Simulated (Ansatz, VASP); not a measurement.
One calculation of Ge, two programs

```
Ge
1.0
     0.00000    2.42278    2.42278
     2.42278    0.00000    2.42278
     2.42278    2.42278    0.00000
Ge
2
Direct
  0.87500 0.87500 0.87500
  0.12500 0.12500 0.12500
```

Change from the starting cell: volume scaled by 0.64, LAPW.

Alike in both runs: task single point; functional LDA; k mesh 12 × 12 × 12; occupations fermi-dirac, width 0.1 eV; no spin polarisation.

```csv
,VASP,Ansatz
version,VASP 6.6.1,Ansatz 0.2.0
potentials or method,"VASP PAW LDA potentials, release 64 (Ge_d), cutoff 520 eV","all-electron LAPW, scalar-relativistic"
```

Ansatz gave:

```
pressure (GPa) : 88.8
```

Question: Which values does VASP return?

Answer: Pressure (GPa): 90.2.

LDA's correlation is that of Perdew and Zunger in VASP and of Perdew and Wang (1992) in Ansatz. Both programs put the cell under a high pressure, so it lies far from rest at this level. Ansatz ran all-electron here, and VASP with PAW potentials.

Noted on VASP's run: the cell as given lies far from equilibrium.
